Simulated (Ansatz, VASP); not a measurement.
**Two plane-wave programs on AlN**

```
CELL_PARAMETERS angstrom
4.37714 0.00000 0.00000
0.00000 -4.37714 0.00000
0.00000 0.00000 -4.37714
ATOMIC_POSITIONS crystal
Al 0.95929 0.88486 0.95929
Al 0.50000 0.50000 0.00000
Al 0.50000 0.00000 0.50000
Al 0.00000 0.50000 0.50000
N 0.75000 0.75000 0.75000
N 0.25000 0.25000 0.75000
N 0.25000 0.75000 0.25000
N 0.75000 0.25000 0.25000
```

Alike in both runs: task single point; functional PBEsol; k mesh 6 × 6 × 6; occupations gaussian, width 0.05 eV; no spin polarisation.

|  | VASP | Ansatz |
| --- | --- | --- |
| version | VASP 6.6.1 | Ansatz 0.2.0 |
| potentials or method | VASP PAW PBE potentials, release 64 (Al, N), cutoff 520 eV | scalar-relativistic, plane waves, PAW |
| valence electrons in the cell | 32 | 32 |

VASP gave:

| Item | Value |
| --- | --- |
| gap on the k mesh at the Fermi level (eV) | 1.29 |
| least direct gap on the mesh (eV) | 1.41 |
| pressure (GPa) | 16.0 |
| traceless stress, the component that is largest in VASP (GPa) | -21.44 |
| rms of the force components (eV/Å) | 6.463 |

Question: Estimate Ansatz's values.

Answer: gap on the k mesh at the Fermi level (eV): 1.30; least direct gap on the mesh (eV): 1.41; pressure (GPa): 15.8; traceless stress, the component that is largest in VASP (GPa): -21.15; rms of the force components (eV/Å): 6.416.

VASP's potentials were made for PBE, not for PBEsol, and Ansatz warns of the same on its side. Atom by atom the forces differ by 0.050 eV/Å (rms over components).
